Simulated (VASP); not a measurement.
# Sb (R-3m) in VASP: a series of runs

Runs on Sb. Level: r2SCAN. Tasks: single point.

Program: VASP 6.6.1. These are calculated values, not measurements. Logs are shortened: lines on timing, memory, paths and dates and some standing lists are left out, and cuts for length are marked.

### 1 The cell of the first run

Symmetry: R-3m, No. 166, trigonal system. The conventional cell has a = 4.341 Å, b = 4.341 Å, c = 11.613 Å, α = 90.00°, β = 90.00°, γ = 120.00°. Sb (site symmetry 3m) has 6 Sb at 2.92 to 3.45 Å within 3.8 Å.

### 2 Single point, r2SCAN

POSCAR

```
Sb
1.0
    2.1706020527      1.2531976795      3.8710910875
   -2.1706020527      1.2531976795      3.8710910875
    0.0000000000     -2.5063953589      3.8710910875
Sb
2
Direct
    0.2313018333      0.2313018333      0.2313018333
    0.7686981667      0.7686981667      0.7686981667
```

INCAR.step1

```
SYSTEM = Sb
ALGO     = Normal         ! electronic algorithm
EDIFF    = 1E-4           ! SCF threshold, eV
ENCUT    = 520            ! plane-wave cutoff, eV
GGA      = PE             ! functional
ISMEAR   = 1              ! smearing method
LASPH    = .TRUE.         ! aspherical terms in the spheres
LCHARG   = .FALSE.        ! write CHGCAR
LREAL    = .FALSE.        ! projectors in reciprocal space
LWAVE    = .TRUE.         ! write WAVECAR
NBANDS   = 12             ! bands
NELM     = 100            ! most SCF steps
PREC     = Accurate       ! precision mode
SIGMA    = 0.2            ! smearing width, eV
```

INCAR.step2

```
SYSTEM = Sb
ALGO     = Normal         ! electronic algorithm
EDIFF    = 1E-6           ! SCF threshold, eV
ENCUT    = 520            ! plane-wave cutoff, eV
ISIF     = 2              ! what is computed and relaxed
ISMEAR   = 1              ! smearing method
ISTART   = 1            
LASPH    = .TRUE.         ! aspherical terms in the spheres
LCHARG   = .FALSE.        ! write CHGCAR
LMIXTAU  = .TRUE.       
LREAL    = .FALSE.        ! projectors in reciprocal space
LWAVE    = .FALSE.        ! write WAVECAR
METAGGA  = R2SCAN         ! meta-GGA
NBANDS   = 12             ! bands
NELM     = 100            ! most SCF steps
PREC     = Accurate       ! precision mode
SIGMA    = 0.2            ! smearing width, eV
```

KPOINTS

```
k-points
0
G
  9 9 9
  0 0 0
```

Potentials or basis: VASP PAW PBE potentials, release 64 (Sb).

Started as:

```bash
$ cat potpaw_PBE.64/Sb/POTCAR > POTCAR
$ cp INCAR.step1 INCAR
$ mpirun -np 1 vasp_std > vasp.out
$ cp INCAR.step2 INCAR
$ mpirun -np 1 vasp_std > vasp.out
```

OUTCAR:

```text
SYSTEM = Sb
   EDIFF = 1E-6
   ENCUT = 520
   ISIF = 2
   ISMEAR = 1
   ISTART = 1
   LASPH = .TRUE.
   LREAL = .FALSE.
   METAGGA = R2SCAN
   NELM = 100
   PREC = Accurate

 ion  position               nearest neighbor table
   1  0.231  0.231  0.231-   2 2.92   2 2.92   2 2.92   2 3.45   2 3.45   2 3.45
   2  0.769  0.769  0.769-   1 2.92   1 2.92   1 2.92   1 3.45   1 3.45   1 3.45

  LATTYP: Found a trigonal (rhomboedric) cell.
 ALAT       =     4.6116552238
 COS(alpha) =     0.5569255040

  Lattice vectors:

 A1 = (   2.1706020527,   1.2531976795,   3.8710910875)
 A2 = (  -2.1706020527,   1.2531976795,   3.8710910875)
 A3 = (   0.0000000000,  -2.5063953589,   3.8710910875)

Analysis of symmetry for initial positions (statically):
=====================================================================
 Subroutine PRICEL returns:
 Original cell was already a primitive cell.

 Routine SETGRP: Setting up the symmetry group for a
 trigonal (rhombohedral) supercell.

 Subroutine GETGRP returns: Found 12 space group operations
 (whereof 12 operations were pure point group operations)
 out of a pool of 12 trial point group operations.

The static configuration has the point symmetry D_3d.

Analysis of symmetry for dynamics (positions and initial velocities):
=====================================================================
 Subroutine PRICEL returns:
 Original cell was already a primitive cell.

 Routine SETGRP: Setting up the symmetry group for a
 trigonal (rhombohedral) supercell.

 Subroutine GETGRP returns: Found 12 space group operations
 (whereof 12 operations were pure point group operations)
 out of a pool of 12 trial point group operations.

The dynamic configuration has the point symmetry D_3d.

 Subroutine INISYM returns: Found 12 space group operations
 (whereof 12 operations are pure point group operations),
 and found     1 'primitive' translations

----------------------------------------------------------------------------------------

                                     Primitive cell

  volume of cell :      63.1807

  direct lattice vectors                    reciprocal lattice vectors
     2.170602053  1.253197679  3.871091087     0.230350837  0.132993118  0.086108367
    -2.170602053  1.253197679  3.871091087    -0.230350837  0.132993118  0.086108367
     0.000000000 -2.506395359  3.871091087     0.000000000 -0.265986236  0.086108367

  length of vectors
     4.611655224  4.611655224  4.611655224     0.279577053  0.279577053  0.279577053

  position of ions in fractional coordinates (direct lattice)
     0.231301833  0.231301833  0.231301833
     0.768698167  0.768698167  0.768698167

  ion indices of the primitive-cell ions
   primitive index   ion index
                 1           1
                 2           2

----------------------------------------------------------------------------------------

 KPOINTS: k-points

Automatic generation of k-mesh.
 Grid dimensions read from file:
 generate k-points for:    9    9    9

 Generating k-lattice:

  Cartesian coordinates                     Fractional coordinates (reciprocal lattice)
     0.025594537  0.014777013  0.009567596     0.111111111  0.000000000  0.000000000
    -0.025594537  0.014777013  0.009567596     0.000000000  0.111111111  0.000000000
     0.000000000 -0.029554026  0.009567596     0.000000000  0.000000000  0.111111111

  Length of vectors
     0.031064117  0.031064117  0.031064117

  Shift w.r.t. Gamma in fractional coordinates (k-lattice)
     0.000000000  0.000000000  0.000000000

 Subroutine IBZKPT returns following result:
 ===========================================

 Found     85 irreducible k-points:

 Following reciprocal coordinates:
            Coordinates               Weight
  0.000000  0.000000  0.000000      1.000000
  0.111111  0.000000  0.000000      6.000000
  0.222222  0.000000  0.000000      6.000000
  0.333333  0.000000  0.000000      6.000000
  0.444444  0.000000  0.000000      6.000000
  0.111111  0.111111  0.000000      6.000000
[... 16 lines left out ...]
 -0.333333  0.333333  0.000000      6.000000
  0.444444  0.444444  0.000000      6.000000
 [... further k-points ...]
   k-points           NKPTS =     85   k-points in BZ     NKDIM =     85   number of bands    NBANDS=     12
   number of dos      NEDOS =    301   number of ions     NIONS =      2
   total plane-waves  NPLWV =  46656
   dimension x,y,z NGX =    36 NGY =   36 NGZ =   36
   dimension x,y,z NGXF=    72 NGYF=   72 NGZF=   72
   ions per type =               2
   NGX,Y,Z   is equivalent  to a cutoff of  12.98, 12.98, 12.98 a.u.
   NGXF,Y,Z  is equivalent  to a cutoff of  25.96, 25.96, 25.96 a.u.
 SYSTEM =  Sb
   PREC   = accura    normal or accurate (medium, high low for compatibility)
   ISTART =      1    job   : 0-new  1-cont  2-samecut
   ICHARG =      0    charge: 1-file 2-atom 10-const
   ISPIN  =      1    spin polarized calculation?
   LNONCOLLINEAR =      F non collinear calculations
   LSORBIT =      F    spin-orbit coupling
   LASPH  =      T    aspherical Exc in radial PAW
   ENCUT  =  520.0 eV  38.22 Ry    6.18 a.u.   8.57  8.57  8.57*2*pi/ulx,y,z
   NELM   =    100;   NELMIN=  2; NELMDL=  0     # of ELM steps
   EDIFF  = 0.1E-05   stopping-criterion for ELM
   LREAL  =      F    real-space projection
   EDIFFG = 0.1E-04   stopping-criterion for IOM
   NSW    =      0    number of steps for IOM
   IBRION =     -1    ionic relax: 0-MD 1-quasi-New 2-CG
   NFREE  =      0    steps in history (QN), initial steepest desc. (CG)
   ISIF   =      2    stress and relaxation
   ISYM   =      2    0-nonsym 1-usesym 2-fastsym
   POTIM  = 0.5000    time-step for ionic-motion
   TEBEG  =    0.0;   TEEND  =   0.0 temperature during run
   PSTRESS=    0.0 pullay stress
   NELECT =      10.0000    total number of electrons
   NUPDOWN=      -1.0000    fix difference up-down
   EMIN   =  10.00;   EMAX   =-10.00  energy-range for DOS
   EFERMI =   0.00;   METHOD = LEGACY
   ISMEAR =     1;   SIGMA  =   0.20  broadening in eV -4-tet -1-fermi 0-gaus
   EFERMI_NEDOS =   21; number of points for ismear=-14 and -15
   IALGO  =     38    algorithm
   IMIX   =      4    mixing-type and parameters
     AMIX     =   0.40;   BMIX     =  1.00
     AMIX_MAG =   1.60;   BMIX_MAG =  1.00
  volume/ion in A,a.u.               =      31.59       213.18
  Fermi-wavevector in a.u.,A,eV,Ry     =   0.885551  1.673448 10.669686  0.784200
  Thomas-Fermi vector in A             =   2.006599
   LORBIT       =      0    0 simple, 1 ext, 2 COOP (PROOUT), +10 PAW based schemes
   METAGGA = R2SCAN    functional components
   LHFCALC =     F    Hartree Fock is set to
   AEXX    =    0.0000 exact exchange contribution
   IVDW    =     0    specifies the selected vdW correction
   LEPSILON=     F    determine dielectric tensor
   LRPA    =     F    only Hartree local field effects (RPA)
 non-spin polarized calculation
 Methfessel and Paxton  Order N= 1 SIGMA  =   0.20
  energy-cutoff  :      520.00
  volume of cell :       63.18
 maximum number of plane-waves:      1715
   NGX = 17   NGY = 17   NGZ = 17

 number of electron      10.0000000 magnetization

 Free energy of the ion-electron system (eV)
  ---------------------------------------------------
  ext. energy  EPLUGINS =         0.00000000
  ---------------------------------------------------
  free energy    TOTEN  =       -51.39815323 eV

  energy without entropy =      -51.39862295  energy(sigma->0) =      -51.39830981

 E-fermi :   6.7502     XC(G=0):  -9.7781

 val. band max:        6.6707124032   @ k =   0.3333   0.2222   0.2222
 cond. band min:       6.8016319363   @ k =   0.4444   0.0000   0.0000
 fundamental gap:      0.1309195331
 Fermi energy:         6.7501563686

 k-point     1 :       0.0000    0.0000    0.0000
  band No.  band energies     occupation
      1      -6.3500      2.00000
      2       1.6551      2.00000
      3       4.4798      2.00000
      4       4.7953      2.00000
      5       4.7953      2.00000
      6       8.6144     -0.00000
      7       9.3502     -0.00000
      8       9.3502     -0.00000
      9      12.2972      0.00000
     10      12.2972      0.00000
     11      12.5207      0.00000
     12      13.8829      0.00000

 k-point     2 :       0.1111    0.0000    0.0000
  band No.  band energies     occupation
      1      -6.2114      2.00000
      2       1.0787      2.00000
      3       4.5210      2.00000
      4       4.7460      2.00000
      5       4.9746      2.00000
      6       8.6286     -0.00000
      7       9.0416     -0.00000
      8       9.0961     -0.00000
      9      11.7420      0.00000
     10      12.1960      0.00000
     11      12.3025      0.00000
     12      14.7223      0.00000

 k-point     3 :       0.2222    0.0000    0.0000
  band No.  band energies     occupation
      1      -5.7994      2.00000
      2      -0.1652      2.00000
      3       4.4910      2.00000
      4       4.6380      2.00000
      5       5.3976      2.00000
      6       8.1488     -0.00000
      7       8.4243     -0.00000
      8       8.4802     -0.00000
      9      11.8184      0.00000
     10      12.3494      0.00000
     11      12.8901      0.00000
     12      16.4251      0.00000
[... 286 lines left out ...]
 k-point    23 :      -0.3333    0.3333    0.0000
  band No.  band energies     occupation
      1      -3.2652      2.00000
      2      -3.1154      2.00000
      3       1.5994      2.00000
      4       3.8172      2.00000
      5       4.0474      2.00000
      6       8.9434     -0.00000
      7       9.2070     -0.00000
      8      12.0869      0.00000
      9      12.2580      0.00000
     10      13.5126      0.00000
     11      14.9910      0.00000
     12      17.2132      0.00000

 k-point    24 :       0.4444    0.4444    0.0000
  band No.  band energies     occupation
      1      -4.1502      2.00000
      2      -1.5417      2.00000
      3       1.4862      2.00000
      4       2.9738      2.00000
      5       3.0233      2.00000
      6       8.4615     -0.00000
      7      11.5318      0.00000
      8      12.4019      0.00000
      9      13.1171      0.00000
     10      15.5215      0.00000
     11      16.7562      0.00000
     12      17.6519      0.00000

 [... further k-points ...]

------------------------ aborting loop because EDIFF is reached ----------------------------------------

  FORCE on cell =-STRESS in cart. coord.  units (eV):
  Direction    XX          YY          ZZ          XY          YZ          ZX
  --------------------------------------------------------------------------------------
  -------------------------------------------------------------------------------------
  Total        0.0664022      0.0664022      0.0210242      0.0000000      0.0000000     -0.0000000
  in kB        1.6838714      1.6838714      0.5331465      0.0000000      0.0000000     -0.0000000
  external PRESSURE =       1.3002964 kB  Pullay stress =       0.0000000 kB

 VOLUME and BASIS-vectors are now :
 -----------------------------------------------------------------------------
  energy-cutoff  :      520.00
  volume of cell :       63.18
      direct lattice vectors                 reciprocal lattice vectors
     2.170602053  1.253197679  3.871091087     0.230350837  0.132993118  0.086108367
    -2.170602053  1.253197679  3.871091087    -0.230350837  0.132993118  0.086108367
     0.000000000 -2.506395359  3.871091087     0.000000000 -0.265986236  0.086108367

 POSITION                                       TOTAL-FORCE (eV/Angst)
 -----------------------------------------------------------------------------------
      0.00000      0.00000      2.68617         0.000000      0.000000      0.045921
      0.00000      0.00000      8.92710         0.000000     -0.000000     -0.045921
 -----------------------------------------------------------------------------------
    total drift:                                0.000000     -0.000000      0.000000

  FREE ENERGIE OF THE ION-ELECTRON SYSTEM (eV)
  ---------------------------------------------------
  free  energy   TOTEN  =       -51.3981532326 eV

  energy  without entropy=      -51.3986229521  energy(sigma->0) =      -51.39830981
```

Run time: 5.4 min. Hardware: 1 thread of Intel Xeon 8259CL, shared host; peak memory 0.24 GiB.

What came out:

- Free energy: -51.3982 eV
- Pressure: 0.1 GPa
- Largest force: 0.046 eV/Å

Forces in eV/Å, atoms in the order of the input:
```
Sb   0.000  0.000  0.046
Sb   0.000  0.000 -0.046
```

Stress tensor (GPa, compression positive):
```
0.17 0.00 0.00
0.00 0.17 0.00
0.00 0.00 0.05
```

Levels at points of the mesh, in eV from the Fermi level:
| k point | band 2 | band 3 | band 4 | band 5 | band 6 | band 7 | band 8 | band 9 |
| --- | --- | --- | --- | --- | --- | --- | --- | --- |
| (0.00, 0.00, 0.00) | -5.10 | -2.27 | -1.95 | -1.95 | 1.86 | 2.60 | 2.60 | 5.55 |

Caveat: the PAW data sets were made with another functional, which shifts forces and pressure a little; spin-orbit coupling is left out, which moves the levels of the heavy elements.

### 3 Single point, r2SCAN

POSCAR is that of step 2.

INCAR.step1

```
SYSTEM = Sb
  PREC = Accurate
  ENCUT = 520
  ISMEAR = 1
  SIGMA = 0.6
  LREAL = .FALSE.
  LASPH = .TRUE.
  NELM = 60
  NBANDS = 12
  GGA = PE
  ALGO = Normal
  EDIFF = 1E-4
  LWAVE = .TRUE.
  LCHARG = .FALSE.
```

INCAR.step2

```
SYSTEM = Sb
  PREC = Accurate
  ENCUT = 520
  EDIFF = 1E-6
  ISMEAR = 1
  SIGMA = 0.6
  LREAL = .FALSE.
  LASPH = .TRUE.
  NELM = 60
  ALGO = Normal
  ISIF = 2
  LWAVE = .FALSE.
  LCHARG = .FALSE.
  METAGGA = R2SCAN
  LMIXTAU = .TRUE.
  NBANDS = 12
  ISTART = 1
```

KPOINTS

```
regular mesh
0
G
  9 9 9
  0 0 0
```

Potentials or basis: VASP PAW PBE potentials, release 64 (Sb).

Started as:

```bash
$ cat potpaw_PBE.64/Sb/POTCAR > POTCAR
$ cp INCAR.step1 INCAR
$ mpirun -np 1 vasp_std > vasp.out
$ cp INCAR.step2 INCAR
$ mpirun -np 1 vasp_std > vasp.out
```

Wall time 5.4 min (1 thread of Intel Xeon 8259CL, shared host); peak memory 0.24 GiB.

The run converged. Its results:

| Property | Result |
| --- | --- |
| Free energy | -51.3823 eV |
| Pressure | 0.1 GPa |
| Largest force | 0.039 eV/Å |

Forces on the atoms (eV/Å):
```
Sb   0.000  0.000  0.039
Sb   0.000  0.000 -0.039
```

Levels at points of the mesh, in eV from the Fermi level:
```
           k point  band 1  band 2  band 3  band 4  band 5  band 6  band 7  band 8  band 9  band 10
(0.00, 0.00, 0.00)  -13.18   -5.18   -2.35   -2.04   -2.04    1.78    2.52    2.52    5.46     5.46
```

Caveat: so wide a smearing shifts energies and pressures; the PAW data sets were made with another functional, which shifts forces and pressure a little; spin-orbit coupling is left out, which moves the levels of the heavy elements.
